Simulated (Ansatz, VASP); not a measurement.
# Fe in VASP and in Ansatz

```
CELL_PARAMETERS angstrom
0.00000 1.79750 1.79750
1.79750 0.00000 1.79750
1.79750 1.79750 0.00000
ATOMIC_POSITIONS crystal
Fe 0.00000 0.00000 0.00000
```

Alike in both runs: task single point; functional PBE; k mesh 13 × 13 × 13; occupations fermi-dirac, width 0.01 eV; no spin polarisation.

|  | VASP | Ansatz |
| --- | --- | --- |
| version | VASP 6.6.1 | Ansatz 0.2.0 |
| potentials or method | VASP PAW PBE potentials, release 64 (Fe), cutoff 600 eV | PAW, plane waves, scalar-relativistic |
| valence electrons in the cell | 8 | 16 |

|  | VASP | Ansatz | Ansatz less VASP |
| --- | --- | --- | --- |
| pressure (GPa) | -26.8 | -26.8 | 0.00 |

VASP's potentials hold 8 valence electrons a cell and Ansatz's 16, so a difference there can come from the potentials and not from the codes.
